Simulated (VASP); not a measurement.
Input of a VASP 6.6.1 run:

File POSCAR:

```
Li2IF
1.0
    1.8859540689      1.0888560894      5.7251745181
   -1.8859540689      1.0888560894      5.7251745181
    0.0000000000     -2.1777121787      5.7251745181
F I Li
1 1 2
Direct
    1.0000000000      0.0000000000      0.0000000000
    0.5000000000      0.5000000000      0.5000000000
    0.2720042941      0.2720042941      0.2720042941
    0.7279957059      0.7279957059      0.7279957059
```

INCAR.step1

```
PREC = Accurate
ENCUT = 500
EDIFF = 1E-8
ISMEAR = 0
SIGMA = 0.01
LREAL = False
LASPH = True
NELM = 100
ALGO = Normal
LWAVE = True
LCHARG = False
```

Contents of INCAR.step2:

```
PREC = Accurate
ENCUT = 500
EDIFF = 1E-8
ISMEAR = 0
SIGMA = 0.01
LREAL = False
LASPH = True
NELM = 1
ALGO = Exact
LWAVE = True
LCHARG = False
NBANDS = 273
LOPTICS = True
ISTART = 1
```

Contents of INCAR.step3:

```
PREC = Accurate
ENCUT = 500
EDIFF = 1E-8
ISMEAR = 0
SIGMA = 0.01
LREAL = False
LASPH = True
ALGO = EVGW0
LWAVE = False
LCHARG = False
NELMGW = 1
NBANDS = 273
ENCUTGW = 140.0
NOMEGA = 96
PRECFOCK = Fast
ISTART = 1
NBANDSGW = 16
OMEGAMAX = 20
```

File KPOINTS:

```
Automatic mesh
0
Gamma
  4 4 4
```

Potentials or basis: VASP PAW LDA potentials, release 64 (F_GW, I_GW, Li_GW).

The run is started by

```sh
$ cat potpaw_LDA.64/F_GW/POTCAR potpaw_LDA.64/I_GW/POTCAR potpaw_LDA.64/Li_GW/POTCAR > POTCAR
$ cp INCAR.step1 INCAR
$ mpirun -np 1 vasp_std > vasp.out
$ cp INCAR.step2 INCAR
$ mpirun -np 1 vasp_std > vasp.out
$ cp INCAR.step3 INCAR
$ mpirun -np 1 vasp_std > vasp.out
```

(1) Estimate the quasiparticle gap.

(2) Estimate the least direct quasiparticle gap.

(3) Predict the band gap of the starting levels on the mesh.

(4) Estimate the least direct gap of the starting levels on the mesh.

## Answers

(1) 3.90 eV.

(2) 3.90 eV.

(3) 1.77 eV.

(4) 1.77 eV.

Caveat: the k points lie up to 0.49 Å⁻¹ apart; bands, screening cutoff and mesh are small and nothing is extrapolated, so the quasiparticle values aren't converged; spin-orbit coupling is left out, which moves the levels of the heavy elements.
